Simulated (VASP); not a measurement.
# Be3Cd2S (P-6m2) in VASP: a series of runs

The runs below take Be3Cd2S through single point, with PBE.

All numbers are computed with VASP 6.6.1; they aren't measurements. Logs are shortened: lines on timing, memory, paths and dates and some standing lists are left out, and cuts for length are marked.

## Step 1: The cell of the first run

It takes space group P-6m2 (No. 187, hexagonal). The conventional cell has a = 3.663 Å, b = 3.663 Å, c = 8.978 Å, α = 90.00°, β = 90.00°, γ = 120.00°. Be (site symmetry -6m2) has 3 Be at 2.12 Å and 6 Cd at 2.61 Å within 2.8 Å. Within 2.8 Å of Be (site symmetry -6m2) lie 3 S at 2.12 Å. Be (site symmetry -6m2) has 3 Be at 2.12 Å and 6 Cd at 2.61 Å within 2.8 Å. Cd (site symmetry 3m) has 6 Be at 2.61 Å and 1 Cd at 3.05 Å within 3.4 Å. Within 2.8 Å of S (site symmetry -6m2) lie 3 Be at 2.12 Å.

The cell was generated, and may not be a known phase.

## Step 2: Single point, PBE

The input, INCAR:

```
SYSTEM = Be3Cd2S
PREC = Accurate
ENCUT = 520
EDIFF = 1E-7
ISMEAR = 0
SIGMA = 0.1
LREAL = .False.
LASPH = .True.
NELM = 100
ALGO = Normal
ISIF = 2
LWAVE = .False.
LCHARG = .True.
GGA = PE
LELF = .True.
LVHAR = .True.
NBANDS = 27
```

The input, KPOINTS:

```
regular mesh
0
Gamma
  6 6 2
  0 0 0
```

The input, POSCAR:

```
Be3Cd2S
1.0
    3.6634535845      0.0000000000      0.0000000000
   -1.8317267922      3.1726438698      0.0000000000
    0.0000000000      0.0000000000      8.9781454854
Be Cd S
3 2 1
Direct
    0.6666666667      0.3333333333      0.5000000000
    0.0000000000      0.0000000000      0.0000000000
    0.0000000000      0.0000000000      0.5000000000
    0.3333333333      0.6666666667      0.3303215742
    0.3333333333      0.6666666667      0.6696784258
    0.6666666667      0.3333333333      0.0000000000
```

Potentials or basis: VASP PAW PBE potentials, release 64 (Be, Cd, S).

The run is started by

```
cat potpaw_PBE.64/Be/POTCAR potpaw_PBE.64/Cd/POTCAR potpaw_PBE.64/S/POTCAR > POTCAR
mpirun -np 1 vasp_std > vasp.out
```

OUTCAR:

```text
SYSTEM = Be3Cd2S
   PREC = Accurate
   ENCUT = 520
   EDIFF = 1E-7
   ISMEAR = 0
   LREAL = .False.
   LASPH = .True.
   NELM = 100
   ISIF = 2
   GGA = PE

 ion  position               nearest neighbor table
   1  0.667  0.333  0.500-   3 2.12   3 2.12   3 2.12   5 2.61   4 2.61   5 2.61   4 2.61   5 2.61
                             4 2.61
   2  0.000  0.000  0.000-   6 2.12   6 2.12   6 2.12
   3  0.000  0.000  0.500-   1 2.12   1 2.12   1 2.12   5 2.61   4 2.61   4 2.61   5 2.61   4 2.61
                             5 2.61
   4  0.333  0.667  0.330-   3 2.61   1 2.61   1 2.61   3 2.61   3 2.61   1 2.61   5 3.05
   5  0.333  0.667  0.670-   3 2.61   1 2.61   1 2.61   3 2.61   3 2.61   1 2.61   4 3.05
   6  0.667  0.333  0.000-   2 2.12   2 2.12   2 2.12

  LATTYP: Found a hexagonal cell.
 ALAT       =     3.6634535845
 C/A-ratio  =     2.4507326975

  Lattice vectors:

 A1 = (   3.6634535845,   0.0000000000,   0.0000000000)
 A2 = (  -1.8317267922,   3.1726438698,   0.0000000000)
 A3 = (   0.0000000000,   0.0000000000,   8.9781454854)

Analysis of symmetry for initial positions (statically):
=====================================================================
 Subroutine PRICEL returns:
 Original cell was already a primitive cell.

 Routine SETGRP: Setting up the symmetry group for a
 hexagonal supercell.

 Subroutine GETGRP returns: Found 12 space group operations
 (whereof 12 operations were pure point group operations)
 out of a pool of 24 trial point group operations.

The static configuration has the point symmetry D_3h.

Analysis of symmetry for dynamics (positions and initial velocities):
=====================================================================
 Subroutine PRICEL returns:
 Original cell was already a primitive cell.

 Routine SETGRP: Setting up the symmetry group for a
 hexagonal supercell.

 Subroutine GETGRP returns: Found 12 space group operations
 (whereof 12 operations were pure point group operations)
 out of a pool of 24 trial point group operations.

The dynamic configuration has the point symmetry D_3h.

 Subroutine INISYM returns: Found 12 space group operations
 (whereof 12 operations are pure point group operations),
 and found     1 'primitive' translations

----------------------------------------------------------------------------------------

                                     Primitive cell

  volume of cell :     104.3515

  direct lattice vectors                    reciprocal lattice vectors
     3.663453585  0.000000000  0.000000000     0.272966472  0.157597266  0.000000000
    -1.831726792  3.172643870  0.000000000     0.000000000  0.315194532  0.000000000
[... 89 lines left out ...]
   ISYM   =      2    0-nonsym 1-usesym 2-fastsym
   POTIM  = 0.5000    time-step for ionic-motion
   TEBEG  =    0.0;   TEEND  =   0.0 temperature during run
   PSTRESS=    0.0 pullay stress
   NELECT =      36.0000    total number of electrons
   NUPDOWN=      -1.0000    fix difference up-down
   EMIN   =  10.00;   EMAX   =-10.00  energy-range for DOS
   EFERMI =   0.00;   METHOD = LEGACY
   ISMEAR =     0;   SIGMA  =   0.10  broadening in eV -4-tet -1-fermi 0-gaus
   EFERMI_NEDOS =   21; number of points for ismear=-14 and -15
   IALGO  =     38    algorithm
   IMIX   =      4    mixing-type and parameters
     AMIX     =   0.40;   BMIX     =  1.00
     AMIX_MAG =   1.60;   BMIX_MAG =  1.00
  volume/ion in A,a.u.               =      17.39       117.37
  Fermi-wavevector in a.u.,A,eV,Ry     =   1.148179  2.169743 17.936752  1.318314
  Thomas-Fermi vector in A             =   2.284855
   LORBIT       =      0    0 simple, 1 ext, 2 COOP (PROOUT), +10 PAW based schemes
   GGA     = PE    functional components
   LHFCALC =     F    Hartree Fock is set to
   AEXX    =    0.0000 exact exchange contribution
   IVDW    =     0    specifies the selected vdW correction
   LEPSILON=     F    determine dielectric tensor
   LRPA    =     F    only Hartree local field effects (RPA)
 non-spin polarized calculation
 Gauss-broadening in eV      SIGMA  =   0.10
  energy-cutoff  :      520.00
  volume of cell :      104.35
 maximum number of plane-waves:      2852
 NGX is ok and might be reduce to    28
   NGX = 13   NGY = 13   NGZ = 33

 number of electron      36.0000003 magnetization

 Free energy of the ion-electron system (eV)
  ---------------------------------------------------
  ext. energy  EPLUGINS =         0.00000000
  ---------------------------------------------------
  free energy    TOTEN  =       -15.67385221 eV

  energy without entropy =      -15.65423054  energy(sigma->0) =      -15.66404138

 E-fermi :   3.6083     XC(G=0):  -9.6959

 val. band max:        3.5985228429   @ k =   0.3333  -0.0000   0.0000
 cond. band min:       3.6687196711   @ k =   0.1667   0.1667   0.0000
 fundamental gap:      0.0701968282
 Fermi energy:         3.6083285827

 k-point     1 :       0.0000    0.0000    0.0000
  band No.  band energies     occupation
      1     -11.3998      2.00000
      2      -5.6441      2.00000
      3      -5.3469      2.00000
      4      -5.3469      2.00000
      5      -5.3343      2.00000
      6      -5.3343      2.00000
[... 409 lines left out ...]
     26       9.6101      0.00000
     27      10.4637      0.00000

------------------------ aborting loop because EDIFF is reached ----------------------------------------

  FORCE on cell =-STRESS in cart. coord.  units (eV):
  Direction    XX          YY          ZZ          XY          YZ          ZX
  --------------------------------------------------------------------------------------
  -------------------------------------------------------------------------------------
  Total        0.1013304      0.1013304      0.1040747      0.0000000      0.0000000      0.0000000
  in kB        1.5557926      1.5557926      1.5979282      0.0000000      0.0000000      0.0000000
  external PRESSURE =       1.5698378 kB  Pullay stress =       0.0000000 kB

 VOLUME and BASIS-vectors are now :
 -----------------------------------------------------------------------------
  energy-cutoff  :      520.00
  volume of cell :      104.35
      direct lattice vectors                 reciprocal lattice vectors
     3.663453585  0.000000000  0.000000000     0.272966472  0.157597266  0.000000000
    -1.831726792  3.172643870  0.000000000     0.000000000  0.315194532  0.000000000
     0.000000000  0.000000000  8.978145485     0.000000000  0.000000000  0.111381577

 POSITION                                       TOTAL-FORCE (eV/Angst)
 -----------------------------------------------------------------------------------
      1.83173      1.05755      4.48907         0.000000     -0.000000      0.000000
      0.00000      0.00000      0.00000        -0.000000     -0.000000      0.000000
      0.00000      0.00000      4.48907         0.000000      0.000000      0.000000
     -0.00000      2.11510      2.96568         0.000000     -0.000000     -0.030768
     -0.00000      2.11510      6.01247         0.000000     -0.000000      0.030768
      1.83173      1.05755      0.00000        -0.000000     -0.000000      0.000000
 -----------------------------------------------------------------------------------
    total drift:                               -0.000000      0.000000     -0.000000

  FREE ENERGIE OF THE ION-ELECTRON SYSTEM (eV)
  ---------------------------------------------------
  free  energy   TOTEN  =       -15.6738522117 eV

  energy  without entropy=      -15.6542305390  energy(sigma->0) =      -15.66404138
```

stdout:

```text
POSCAR found type information on POSCAR BeCdS
 POSCAR found :  3 types and       6 ions
 scaLAPACK will be used
 LDA part: xc-table for (Slater+PW92), standard interpolation
 POSCAR, INCAR and KPOINTS ok, starting setup
 FFT: planning ... GRIDC
 FFT: planning ... GRID_SOFT
 FFT: planning ... GRID
 WAVECAR not read
 entering main loop
```

Run time: 69 s. Hardware: 1 thread of Intel Xeon 8259CL, shared host; peak memory 0.23 GiB.

What came out:

```yaml
Free_energy: -15.6739 eV
Pressure: 0.2 GPa
Largest_force: 0.031 eV/Å
Band_gap_on_the_k_mesh: zero (bands 18 and 19 overlap by 2.78 eV)
```

Forces in eV/Å, atoms in the order of the input:
```
Be   0.000  0.000  0.000
Be   0.000  0.000  0.000
Be   0.000  0.000  0.000
Cd   0.000  0.000 -0.031
Cd   0.000  0.000  0.031
S    0.000  0.000  0.000
```

Levels at points of the mesh, in eV from the Fermi level:
```
           k point  band 16  band 17  band 18  band 19  band 20  band 21
(0.00, 0.00, 0.00)    -3.66    -1.54     2.13     2.13     2.37     2.88
(0.50, 0.00, 0.00)    -3.96    -1.92    -1.02    -0.42     0.95     1.72
(0.00, 0.00, 0.50)    -3.94     0.59     0.70     2.13     2.13     2.92
(0.50, 0.00, 0.50)    -3.34    -1.70    -1.18    -0.44    -0.20     1.53
```

## Step 3: Single point, PBE

This run uses another cell than the first one, of 19.97 Å³/atom.

The input, INCAR:

```
SYSTEM = Be3Cd2S
  PREC = Accurate
  ENCUT = 520
  EDIFF = 1E-6
  ISMEAR = 0
  SIGMA = 0.1
  LREAL = .False.
  LASPH = .True.
  NELM = 60
  ALGO = Normal
  ISIF = 2
  LWAVE = .False.
  LCHARG = .False.
  GGA = PE
  NBANDS = 27
```

KPOINTS is that of step 2.

The input, POSCAR:

```
Be3Cd2S
1.0
    3.9898703800      0.0000000000      0.0000000000
   -1.9949351900      3.4553291100      0.0000000000
    0.0000000000      0.0000000000      8.6917278200
Be Cd S
3 2 1
Direct
    0.6666666700      0.3333333300      0.5000000000
    0.0000000000      0.0000000000      0.0000000000
    0.0000000000      0.0000000000      0.5000000000
    0.3333333300      0.6666666700      0.2516720000
    0.3333333300      0.6666666700      0.7483280000
    0.6666666700      0.3333333300      0.0000000000
```

Potentials or basis: VASP PAW PBE potentials, release 64 (Be, Cd, S).

The run is started by

```
cat potpaw_PBE.64/Be/POTCAR potpaw_PBE.64/Cd/POTCAR potpaw_PBE.64/S/POTCAR > POTCAR
mpirun -np 1 vasp_std > vasp.out
```

Wall time 84 s (1 thread of Intel Xeon 8259CL, shared host); peak memory 0.25 GiB.

The run converged. Its results:

```
Free energy            : -13.7281 eV
Pressure               : -7.5 GPa
Largest force          : 1.277 eV/Å
Band gap on the k mesh : zero (bands 18 and 19 overlap by 2.74 eV)
```

Forces in eV/Å, atoms in the order of the input:
```
Be   0.000  0.000  0.000
Be   0.000  0.000  0.000
Be   0.000  0.000  0.000
Cd   0.000  0.000  1.277
Cd   0.000  0.000 -1.277
S    0.000  0.000  0.000
```

Stress tensor (GPa, compression positive):
```
-9.11  0.00  0.00
 0.00 -9.11  0.00
 0.00  0.00 -4.33
```

Levels at points of the mesh, in eV from the Fermi level:
| k point | band 14 | band 15 | band 16 | band 17 | band 18 | band 19 | band 20 | band 21 | band 22 | band 23 |
| --- | --- | --- | --- | --- | --- | --- | --- | --- | --- | --- |
| (0.00, 0.00, 0.00) | -3.85 | -3.85 | -2.50 | -2.10 | 1.80 | 2.02 | 2.02 | 2.14 | 2.14 | 2.51 |
| (0.50, 0.00, 0.00) | -4.09 | -3.85 | -3.49 | -2.25 | -0.35 | 0.03 | 0.28 | 2.05 | 2.09 | 3.29 |
| (0.00, 0.00, 0.50) | -4.46 | -3.85 | -3.85 | -0.58 | 1.04 | 2.02 | 2.02 | 2.19 | 2.19 | 3.71 |
| (0.50, 0.00, 0.50) | -4.48 | -3.99 | -2.83 | -1.54 | -0.70 | -0.65 | 0.21 | 0.87 | 2.29 | 4.30 |

Caveat: the k points lie up to 0.36 Å⁻¹ apart, too coarse for converged energies and pressures of a metal; forces of over 1 eV/Å act on the atoms, so gaps and moduli don't describe the material at rest.

## Step 4: Single point, PBE

This run uses another cell than the first one, of 21.02 Å³/atom.

INCAR is that of step 3.

The input, KPOINTS:

```
Automatic mesh
0
Gamma
  12 12 4
  0 0 0
```

The input, POSCAR:

```
Be3Cd2S
1.0
    3.6076056147      0.0000000000      0.0000000000
   -1.8038028073      3.1242781091      0.0000000000
    0.0000000000      0.0000000000     11.1919783243
Be Cd S
3 2 1
Direct
    0.6666666667      0.3333333333      0.5000000000
    0.0000000000      0.0000000000      0.0000000000
    0.0000000000      0.0000000000      0.5000000000
    0.3333333333      0.6666666667      0.3587187518
    0.3333333333      0.6666666667      0.6412812482
    0.6666666667      0.3333333333      0.0000000000
```

Potentials or basis: VASP PAW PBE potentials, release 64 (Be, Cd, S).

The run is started by

```
cat potpaw_PBE.64/Be/POTCAR potpaw_PBE.64/Cd/POTCAR potpaw_PBE.64/S/POTCAR > POTCAR
mpirun -np 1 vasp_std > vasp.out
```

OUTCAR:

```text
SYSTEM = Be3Cd2S
   PREC = Accurate
   ENCUT = 520
   EDIFF = 1E-6
   ISMEAR = 0
   LREAL = .False.
   LASPH = .True.
   NELM = 60
   ISIF = 2
   GGA = PE

 ion  position               nearest neighbor table
   1  0.667  0.333  0.500-   3 2.08   3 2.08   3 2.08   5 2.62   4 2.62   5 2.62   4 2.62   5 2.62
                             4 2.62
   2  0.000  0.000  0.000-   6 2.08   6 2.08   6 2.08
   3  0.000  0.000  0.500-   1 2.08   1 2.08   1 2.08   5 2.62   4 2.62   4 2.62   5 2.62   4 2.62
                             5 2.62
   4  0.333  0.667  0.359-   1 2.62   3 2.62   1 2.62   3 2.62   3 2.62   1 2.62   5 3.16
   5  0.333  0.667  0.641-   1 2.62   3 2.62   1 2.62   3 2.62   3 2.62   1 2.62   4 3.16
   6  0.667  0.333  0.000-   2 2.08   2 2.08   2 2.08

  LATTYP: Found a hexagonal cell.
 ALAT       =     3.6076056147
 C/A-ratio  =     3.1023286688

  Lattice vectors:

 A1 = (   3.6076056147,   0.0000000000,   0.0000000000)
 A2 = (  -1.8038028073,   3.1242781091,   0.0000000000)
 A3 = (   0.0000000000,   0.0000000000,  11.1919783243)

Analysis of symmetry for initial positions (statically):
=====================================================================
 Subroutine PRICEL returns:
 Original cell was already a primitive cell.
[... 187 lines left out ...]
  band No.  band energies     occupation
      1     -12.3679      2.00000
      2      -6.9253      2.00000
      3      -6.6637      2.00000
      4      -6.6637      2.00000
      5      -6.6502      2.00000
      6      -6.6274      2.00000
[... 709 lines left out ...]
     26       8.6990      0.00000
     27       9.0644      0.00000

 [... further k-points ...]

------------------------ aborting loop because EDIFF is reached ----------------------------------------

  FORCE on cell =-STRESS in cart. coord.  units (eV):
  Direction    XX          YY          ZZ          XY          YZ          ZX
  --------------------------------------------------------------------------------------
  -------------------------------------------------------------------------------------
  Total        0.1012214      0.1012214      0.1229631      0.0000000     -0.0000000     -0.0000000
  in kB        1.2856046      1.2856046      1.5617439      0.0000000     -0.0000000     -0.0000000
  external PRESSURE =       1.3776510 kB  Pullay stress =       0.0000000 kB

 VOLUME and BASIS-vectors are now :
 -----------------------------------------------------------------------------
  energy-cutoff  :      520.00
  volume of cell :      126.15
      direct lattice vectors                 reciprocal lattice vectors
     3.607605615  0.000000000  0.000000000     0.277192162  0.160036969  0.000000000
    -1.803802807  3.124278109  0.000000000     0.000000000  0.320073939  0.000000000
     0.000000000  0.000000000 11.191978324     0.000000000  0.000000000  0.089349708

 POSITION                                       TOTAL-FORCE (eV/Angst)
 -----------------------------------------------------------------------------------
      1.80380      1.04143      5.59599         0.000000     -0.000000      0.000000
      0.00000      0.00000      0.00000         0.000000     -0.000000      0.000000
      0.00000      0.00000      5.59599         0.000000     -0.000000      0.000000
     -0.00000      2.08285      4.01477         0.000000      0.000000     -0.032036
     -0.00000      2.08285      7.17721         0.000000     -0.000000      0.032036
      1.80380      1.04143      0.00000        -0.000000     -0.000000      0.000000
 -----------------------------------------------------------------------------------
    total drift:                               -0.000000      0.000000     -0.000000

  FREE ENERGIE OF THE ION-ELECTRON SYSTEM (eV)
  ---------------------------------------------------
  free  energy   TOTEN  =       -15.7781659446 eV

  energy  without entropy=      -15.7604356681  energy(sigma->0) =      -15.76930081
```

stdout:

```text
POSCAR found type information on POSCAR BeCdS
 POSCAR found :  3 types and       6 ions
 scaLAPACK will be used
 LDA part: xc-table for (Slater+PW92), standard interpolation
 POSCAR, INCAR and KPOINTS ok, starting setup
 FFT: planning ... GRIDC
 FFT: planning ... GRID_SOFT
 FFT: planning ... GRID
 WAVECAR not read
 entering main loop
```

Wall time 5.2 min (1 thread of Intel Xeon 8259CL, shared host); peak memory 0.36 GiB.

Results:

```yaml
Free_energy: -15.7782 eV
Pressure: 0.1 GPa
Largest_force: 0.032 eV/Å
Band_gap_on_the_k_mesh: zero (bands 18 and 19 overlap by 2.48 eV)
```

Forces in eV/Å, atoms in the order of the input:
```
Be   0.000  0.000  0.000
Be   0.000  0.000  0.000
Be   0.000  0.000  0.000
Cd   0.000  0.000 -0.032
Cd   0.000  0.000  0.032
S    0.000  0.000  0.000
```

Levels at points of the mesh, in eV from the Fermi level:
```tsv
k point	band 16	band 17	band 18	band 19	band 20	band 21
(0.00, 0.00, 0.00)	-3.41	-1.64	1.44	2.26	2.26	2.49
(0.50, 0.00, 0.00)	-3.08	-1.62	-1.21	-0.26	1.41	1.62
(0.00, 0.00, 0.50)	-3.41	-1.10	0.56	2.26	2.26	2.89
(0.50, 0.00, 0.50)	-3.03	-1.66	-1.18	-0.26	0.81	2.23
```

## Step 5: Summary

```tsv
cell	k mesh	gap on the mesh (eV)	pressure (GPa)	largest force (eV/Å)
a = 3.663, b = 3.663, c = 8.978 Å, angles 90.0, 90.0, 120.0°, 6 atoms, atomic positions A	6 × 6 × 2	none	0.2	0.03
a = 3.990, b = 3.990, c = 8.692 Å, angles 90.0, 90.0, 120.0°, 6 atoms, atomic positions B	6 × 6 × 2	none	-7.5	1.28
a = 3.608, b = 3.608, c = 11.192 Å, angles 90.0, 90.0, 120.0°, 6 atoms, atomic positions C	12 × 12 × 4	none	0.1	0.03
```

Alike in all rows: task single point; level PBE; potentials or basis VASP PAW PBE potentials, release 64 (Be, Cd, S); no spin polarisation; cutoff (eV) 520; smearing gaussian 0.1 eV.

Caveats: some runs use coarse meshes; forces of over 1 eV/Å act on the atoms, so gaps and moduli don't describe the material at rest (at least some runs).

Total energies depend on the potentials used, so only differences within one code and one set of settings carry meaning.

The gap in the log of VASP goes by the Fermi energy; the results here count the filled bands.